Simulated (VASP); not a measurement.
# Ru (P6_3/mmc) in VASP: single point with PBE

Aim: the single point of Ru with PBE.

Program: VASP 6.6.1. These are calculated values, not measurements. Logs are shortened: lines on timing, memory, paths and dates and some standing lists are left out, and cuts for length are marked.

## (1) The cell of the first run

The structure is hexagonal, space group P6_3/mmc (No. 194). Conventional cell: a = 2.479 Å, b = 2.479 Å, c = 5.100 Å, α = 90.00°, β = 90.00°, γ = 120.00°. Within 3.3 Å of Ru (site symmetry -6m2) lie 12 Ru at 2.48 to 2.92 Å.

## (2) Single point, PBE

INCAR reads:

```
SYSTEM = Ru
  PREC = Accurate
  ENCUT = 520
  EDIFF = 1E-6
  ISMEAR = 0
  SIGMA = 0.15
  LREAL = .False.
  LASPH = .True.
  NELM = 100
  ALGO = Fast
  ISIF = 2
  LWAVE = .False.
  LCHARG = .False.
  GGA = PE
  NBANDS = 21
```

KPOINTS reads:

```
Automatic mesh
0
Gamma
  24 24 12
  0 0 0
```

POSCAR reads:

```
Ru
1.0
    2.4792165830      0.0000000000      0.0000000000
   -1.2396082915      2.1470645423      0.0000000000
    0.0000000000      0.0000000000      5.1003356228
Ru
2
Direct
    0.3333333333      0.6666666667      0.2500000000
    0.6666666667      0.3333333333      0.7500000000
```

Potentials or basis: VASP PAW PBE potentials, release 64 (Ru_pv).

On the command line:

```
cat potpaw_PBE.64/Ru_pv/POTCAR > POTCAR
mpirun -np 1 vasp_std > vasp.out
```

OUTCAR:

```text
SYSTEM = Ru
   PREC = Accurate
   ENCUT = 520
   EDIFF = 1E-6
   ISMEAR = 0
   LREAL = .False.
   LASPH = .True.
   NELM = 100
   ISIF = 2
   GGA = PE

 ion  position               nearest neighbor table
   1  0.333  0.667  0.250-   2 2.92   2 2.92   2 2.92   2 2.92   2 2.92   2 2.92
   2  0.667  0.333  0.750-   1 2.92   1 2.92   1 2.92   1 2.92   1 2.92   1 2.92

  LATTYP: Found a hexagonal cell.
 ALAT       =     2.4792165830
 C/A-ratio  =     2.0572368133

  Lattice vectors:

 A1 = (   2.4792165830,   0.0000000000,   0.0000000000)
 A2 = (  -1.2396082915,   2.1470645423,   0.0000000000)
 A3 = (   0.0000000000,   0.0000000000,   5.1003356228)

Analysis of symmetry for initial positions (statically):
=====================================================================
 Subroutine PRICEL returns:
 Original cell was already a primitive cell.

 Routine SETGRP: Setting up the symmetry group for a
 hexagonal supercell.

 Subroutine GETGRP returns: Found 24 space group operations
 (whereof 12 operations were pure point group operations)
 out of a pool of 24 trial point group operations.

The static configuration has the point symmetry D_3d.
 The point group associated with its full space group is D_6h.

Analysis of symmetry for dynamics (positions and initial velocities):
=====================================================================
 Subroutine PRICEL returns:
 Original cell was already a primitive cell.

 Routine SETGRP: Setting up the symmetry group for a
 hexagonal supercell.

 Subroutine GETGRP returns: Found 24 space group operations
 (whereof 12 operations were pure point group operations)
 out of a pool of 24 trial point group operations.

The dynamic configuration has the point symmetry D_3d.
 The point group associated with its full space group is D_6h.

 Subroutine INISYM returns: Found 24 space group operations
 (whereof 12 operations are pure point group operations),
 and found     1 'primitive' translations

----------------------------------------------------------------------------------------

                                     Primitive cell

  volume of cell :      27.1493

  direct lattice vectors                    reciprocal lattice vectors
     2.479216583  0.000000000  0.000000000     0.403353223  0.232876092  0.000000000
    -1.239608291  2.147064542  0.000000000     0.000000000  0.465752184  0.000000000
     0.000000000  0.000000000  5.100335623     0.000000000  0.000000000  0.196065529

  length of vectors
     2.479216583  2.479216583  5.100335623     0.465752184  0.465752184  0.196065529

  position of ions in fractional coordinates (direct lattice)
     0.333333333  0.666666667  0.250000000
     0.666666667  0.333333333  0.750000000

  ion indices of the primitive-cell ions
   primitive index   ion index
                 1           1
                 2           2

----------------------------------------------------------------------------------------

 KPOINTS: Automatic mesh

Automatic generation of k-mesh.
 Grid dimensions read from file:
 generate k-points for:   24   24   12

 Generating k-lattice:

  Cartesian coordinates                     Fractional coordinates (reciprocal lattice)
     0.016806384  0.009703171  0.000000000     0.041666667  0.000000000  0.000000000
     0.000000000  0.019406341  0.000000000     0.000000000  0.041666667  0.000000000
     0.000000000  0.000000000  0.016338794     0.000000000  0.000000000  0.083333333

  Length of vectors
     0.019406341  0.019406341  0.016338794

  Shift w.r.t. Gamma in fractional coordinates (k-lattice)
     0.000000000  0.000000000  0.000000000

 Subroutine IBZKPT returns following result:
 ===========================================

 Found    427 irreducible k-points:

 Following reciprocal coordinates:
            Coordinates               Weight
  0.000000  0.000000  0.000000      1.000000
  0.041667  0.000000  0.000000      6.000000
  0.083333 -0.000000  0.000000      6.000000
  0.125000 -0.000000  0.000000      6.000000
  0.166667 -0.000000  0.000000      6.000000
  0.208333 -0.000000  0.000000      6.000000
[... 16 lines left out ...]
  0.416667  0.041667  0.000000     12.000000
  0.458333  0.041667  0.000000     12.000000
 [... further k-points ...]
   k-points           NKPTS =    427   k-points in BZ     NKDIM =    427   number of bands    NBANDS=     21
   number of dos      NEDOS =    301   number of ions     NIONS =      2
   total plane-waves  NPLWV =  12960
   dimension x,y,z NGX =    18 NGY =   18 NGZ =   40
   dimension x,y,z NGXF=    36 NGYF=   36 NGZF=   80
   ions per type =               2
   NGX,Y,Z   is equivalent  to a cutoff of  12.07, 12.07, 13.04 a.u.
   NGXF,Y,Z  is equivalent  to a cutoff of  24.14, 24.14, 26.08 a.u.
 SYSTEM =  Ru
   PREC   = accura    normal or accurate (medium, high low for compatibility)
   ISTART =      0    job   : 0-new  1-cont  2-samecut
   ICHARG =      2    charge: 1-file 2-atom 10-const
   ISPIN  =      1    spin polarized calculation?
   LNONCOLLINEAR =      F non collinear calculations
   LSORBIT =      F    spin-orbit coupling
   LASPH  =      T    aspherical Exc in radial PAW
   ENCUT  =  520.0 eV  38.22 Ry    6.18 a.u.   4.61  4.61  9.48*2*pi/ulx,y,z
   NELM   =    100;   NELMIN=  2; NELMDL= -5     # of ELM steps
   EDIFF  = 0.1E-05   stopping-criterion for ELM
   LREAL  =      F    real-space projection
   EDIFFG = 0.1E-04   stopping-criterion for IOM
   NSW    =      0    number of steps for IOM
   IBRION =     -1    ionic relax: 0-MD 1-quasi-New 2-CG
   NFREE  =      0    steps in history (QN), initial steepest desc. (CG)
   ISIF   =      2    stress and relaxation
   ISYM   =      2    0-nonsym 1-usesym 2-fastsym
   POTIM  = 0.5000    time-step for ionic-motion
   TEBEG  =    0.0;   TEEND  =   0.0 temperature during run
   PSTRESS=    0.0 pullay stress
   NELECT =      28.0000    total number of electrons
   NUPDOWN=      -1.0000    fix difference up-down
   EMIN   =  10.00;   EMAX   =-10.00  energy-range for DOS
   EFERMI =   0.00;   METHOD = LEGACY
   ISMEAR =     0;   SIGMA  =   0.15  broadening in eV -4-tet -1-fermi 0-gaus
   EFERMI_NEDOS =   21; number of points for ismear=-14 and -15
   IALGO  =     68    algorithm
   IMIX   =      4    mixing-type and parameters
     AMIX     =   0.40;   BMIX     =  1.00
     AMIX_MAG =   1.60;   BMIX_MAG =  1.00
  volume/ion in A,a.u.               =      13.57        91.61
  Fermi-wavevector in a.u.,A,eV,Ry     =   1.654022  3.125649 37.222686  2.735790
  Thomas-Fermi vector in A             =   2.742361
   LORBIT       =      0    0 simple, 1 ext, 2 COOP (PROOUT), +10 PAW based schemes
   GGA     = PE    functional components
   LHFCALC =     F    Hartree Fock is set to
   AEXX    =    0.0000 exact exchange contribution
   IVDW    =     0    specifies the selected vdW correction
   LEPSILON=     F    determine dielectric tensor
   LRPA    =     F    only Hartree local field effects (RPA)
 non-spin polarized calculation
 RMM-DIIS sequential band-by-band and
 Gauss-broadening in eV      SIGMA  =   0.15
  energy-cutoff  :      520.00
  volume of cell :       27.15
 maximum number of plane-waves:       757
   NGX =  9   NGY =  9   NGZ = 19

 number of electron      28.0000014 magnetization

 Free energy of the ion-electron system (eV)
  ---------------------------------------------------
  ext. energy  EPLUGINS =         0.00000000
  ---------------------------------------------------
  free energy    TOTEN  =       -16.80891951 eV

  energy without entropy =      -16.78064564  energy(sigma->0) =      -16.79478258

 E-fermi :  12.9235     XC(G=0): -14.0484

 val. band max:       12.9232121143   @ k =   0.2917  -0.0000   0.5000
 cond. band min:      12.9258577558   @ k =   0.3333   0.0833   0.4167
 fundamental gap:      0.0026456415
 Fermi energy:        12.9235487742

 k-point     1 :       0.0000    0.0000    0.0000
  band No.  band energies     occupation
      1     -30.4276      2.00000
      2     -29.8986      2.00000
      3     -29.3909      2.00000
      4     -29.3909      2.00000
      5     -29.3583      2.00000
      6     -29.3583      2.00000
[... 13 lines left out ...]
     20      23.5092      0.00000
     21      26.5624      0.00000

 k-point     2 :       0.0417    0.0000    0.0000
  band No.  band energies     occupation
      1     -30.4212      2.00000
      2     -29.8963      2.00000
      3     -29.4210      2.00000
      4     -29.3981      2.00000
      5     -29.3885      2.00000
      6     -29.3647      2.00000
[... 13 lines left out ...]
     20      23.5094      0.00000
     21      26.7972      0.00000

 k-point     3 :       0.0833   -0.0000    0.0000
  band No.  band energies     occupation
      1     -30.4024      2.00000
      2     -29.8896      2.00000
      3     -29.5087      2.00000
      4     -29.4766      2.00000
      5     -29.4191      2.00000
      6     -29.3833      2.00000
[... 13 lines left out ...]
     20      23.5092      0.00000
     21      23.5104      0.00000

 k-point     4 :       0.1250   -0.0000    0.0000
  band No.  band energies     occupation
      1     -30.3721      2.00000
      2     -29.8793      2.00000
      3     -29.6472      2.00000
      4     -29.6150      2.00000
      5     -29.4522      2.00000
      6     -29.4130      2.00000
[... 13 lines left out ...]
     20      23.5092      0.00000
     21      23.5093      0.00000

 k-point     5 :       0.1667   -0.0000    0.0000
  band No.  band energies     occupation
      1     -30.3319      2.00000
      2     -29.8664      2.00000
      3     -29.8257      2.00000
      4     -29.7924      2.00000
      5     -29.4950      2.00000
      6     -29.4516      2.00000
[... 13 lines left out ...]
     20      23.5092      0.00000
     21      23.5093      0.00000
[... 382 lines left out ...]
     20      23.5088      0.00000
     21      25.7435      0.00000

 k-point    22 :       0.3750    0.0417    0.0000
  band No.  band energies     occupation
      1     -30.8852      2.00000
      2     -30.8323      2.00000
      3     -30.0431      2.00000
      4     -29.8159      2.00000
      5     -29.7708      2.00000
      6     -29.7089      2.00000
[... 13 lines left out ...]
     20      23.5072      0.00000
     21      24.8567      0.00000

 k-point    23 :       0.4167    0.0417    0.0000
  band No.  band energies     occupation
      1     -30.9864      2.00000
      2     -30.9309      2.00000
      3     -30.0063      2.00000
      4     -29.8186      2.00000
      5     -29.7972      2.00000
      6     -29.7335      2.00000
[... 13 lines left out ...]
     20      23.5050      0.00000
     21      24.5988      0.00000

 k-point    24 :       0.4583    0.0417    0.0000
  band No.  band energies     occupation
      1     -31.0386      2.00000
      2     -30.9816      2.00000
      3     -29.9854      2.00000
      4     -29.8219      2.00000
      5     -29.8108      2.00000
      6     -29.7463      2.00000
[... 13 lines left out ...]
     20      24.9009      0.00000
     21      26.2872      0.00000

 [... further k-points ...]

------------------------ aborting loop because EDIFF is reached ----------------------------------------

  FORCE on cell =-STRESS in cart. coord.  units (eV):
  Direction    XX          YY          ZZ          XY          YZ          ZX
  --------------------------------------------------------------------------------------
  -------------------------------------------------------------------------------------
  Total       10.5025184     10.5025184     -5.9026772     -0.0000000     -0.0000000      0.0000000
  in kB      619.7916338    619.7916338   -348.3383494     -0.0000000     -0.0000000      0.0000000
  external PRESSURE =     297.0816394 kB  Pullay stress =       0.0000000 kB

 VOLUME and BASIS-vectors are now :
 -----------------------------------------------------------------------------
  energy-cutoff  :      520.00
  volume of cell :       27.15
      direct lattice vectors                 reciprocal lattice vectors
     2.479216583  0.000000000  0.000000000     0.403353223  0.232876092  0.000000000
    -1.239608291  2.147064542  0.000000000     0.000000000  0.465752184  0.000000000
     0.000000000  0.000000000  5.100335623     0.000000000  0.000000000  0.196065529

 POSITION                                       TOTAL-FORCE (eV/Angst)
 -----------------------------------------------------------------------------------
     -0.00000      1.43138      1.27508         0.000000      0.000000      0.000000
      1.23961      0.71569      3.82525        -0.000000      0.000000      0.000000
 -----------------------------------------------------------------------------------
    total drift:                               -0.000000      0.000000     -0.000000

  FREE ENERGIE OF THE ION-ELECTRON SYSTEM (eV)
  ---------------------------------------------------
  free  energy   TOTEN  =       -16.8089195122 eV

  energy  without entropy=      -16.7806456409  energy(sigma->0) =      -16.79478258
```

It took 2.1 min on 1 thread of Intel Xeon Platinum 8488C (Sapphire Rapids), shared host; peak memory 0.29 GiB.

What came out:

- Free energy: -16.8089 eV
- Pressure: 29.7 GPa
- Band gap on the k mesh: zero (bands 14 and 15 overlap by 2.03 eV)

Caveat: the stress differs along the axes, from -35 to 62 GPa.
